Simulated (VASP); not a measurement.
## Ga3N: single point with PBE

The system is Ga3N, a sheet with vacuum.

```
Ga N
1.0
     4.12618    0.00000    0.00000
     0.00000    4.12618    0.00000
     0.00000    0.00000   14.00000
Ga N
3 1
Direct
  0.00000 0.50000 0.50000
  0.50000 0.00000 0.50000
  0.50000 0.50000 0.50000
  0.00000 0.00000 0.50000
```

| Quantity | Value |
| --- | --- |
| Program | VASP 6.6.1 |
| Task | single point |
| Functional | PBE |
| Potentials or basis | VASP PAW PBE potentials, release 64 (Ga_d, N) |
| Cutoff | 520 eV |
| k mesh | 4 × 4 × 1 |
| Occupations | gaussian, width 0.1 eV |
| Spin | collinear spin, ferromagnetic start |
| Starting moments | [0.0, 0.0, 0.0, 1.0] μB |
| Dipole correction | yes |
| Further INCAR settings | ALGO = Normal; EDIFF = 1e-06; NBANDS = 34 |

```json
{
 "Net moment": "0.62 μB per cell",
 "Site moments": "Ga +0.04, +0.09; N +0.23 μB",
 "Valence electrons inside the program's atomic spheres": "Ga 11.99, 12.47; N 3.60"
}
```

Levels at points of the mesh, in eV from the Fermi level:
Spin up:
```tsv
k point	band 19	band 20	band 21	band 22	band 23	band 24	band 25	band 26
(0.00, 0.00, 0.00)	-5.79	-4.12	-1.61	0.18	0.18	0.28	3.20	4.49
(0.50, 0.00, 0.00)	-4.60	-2.78	-2.18	-1.84	-1.08	3.12	3.54	5.46
(0.50, 0.50, 0.00)	-8.19	-2.10	1.18	1.28	1.28	1.64	1.64	5.07
```
Spin down:
```csv
k point,band 17,band 18,band 19,band 20,band 21,band 22,band 23,band 24,band 25,band 26
"(0.00, 0.00, 0.00)",-7.35,-5.62,-5.62,-3.79,-1.54,0.37,0.37,0.81,3.30,4.59
"(0.50, 0.00, 0.00)",-10.12,-4.50,-4.38,-2.32,-1.94,-1.75,-0.84,3.44,3.71,5.53
"(0.50, 0.50, 0.00)",-8.08,-8.08,-8.07,-1.53,1.51,1.58,1.58,1.77,1.77,5.21
```

Wall time 110 s on 1 thread of AMD EPYC 9R45 96-Core Processor (Zen 5) (shared host), peak memory 0.38 GiB.

Caveat: the k points lie up to 0.38 Å⁻¹ apart.
